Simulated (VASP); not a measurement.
Write the native input for VASP 6.6.1 that does the following.

```
Task                   : electric field gradients
Functional             : LDA
Potentials or basis    : VASP PAW LDA potentials, release 64 (Sc_sv, F)
Cutoff                 : 520 eV
k mesh                 : 6 × 6 × 6
Occupations            : fermi-dirac, width 0.02 eV
Spin                   : no spin polarisation
Dipole correction      : no
Further INCAR settings : ALGO = Normal; EDIFF = 1e-08; NBANDS = 24
```

The structure of ScF3 lies in POSCAR:

```
ScF3
1.0
    4.0124500000      0.0401245000      0.0401245000
    0.0401245000      4.0124500000      0.0401245000
    0.0401245000      0.0401245000      4.0124500000
Sc F
1 3
Direct
    0.0000000000      0.0000000000      0.0000000000
    0.5000000000      0.0000000000      0.0000000000
    0.0000000000      0.5000000000      0.0000000000
    0.0000000000      0.0000000000      0.5000000000
```

This cell differs from its parent crystal: equal xy, yz and zx shear strains of +2 %.

The input as run:

INCAR

```
  ALGO = Normal
  EDIFF = 1E-8
  ENCUT = 520
  ISIF = 2
  ISMEAR = -1
  LASPH = True
  LCHARG = False
  LEFG = True
  LREAL = False
  LWAVE = False
  NBANDS = 24
  NELM = 80
  PREC = Accurate
  SIGMA = 0.02
```

KPOINTS

```
k-points
0
Gamma
  6 6 6
```

Potentials or basis: VASP PAW LDA potentials, release 64 (Sc_sv, F).

Launch:

```bash
$ cat potpaw_LDA.64/Sc_sv/POTCAR potpaw_LDA.64/F/POTCAR > POTCAR
$ mpirun -np 1 vasp_std > vasp.out
```

It gave:

- Pressure: -2.3 GPa
- Band gap on the k mesh: 6.17 eV, indirect (least direct gap 6.67 eV)

Caveat: the cell differs from its parent crystal (equal xy, yz and zx shear strains of +2 %); without QUAD_EFG the Cq values of the log hold for a quadrupole moment of 1 mb, not for the nuclei.

Wall time 82 s on 1 thread of Intel(R) Xeon(R) Platinum 8375C CPU @ 2.90GHz (Ice Lake), on a shared host, peak memory 0.17 GiB.
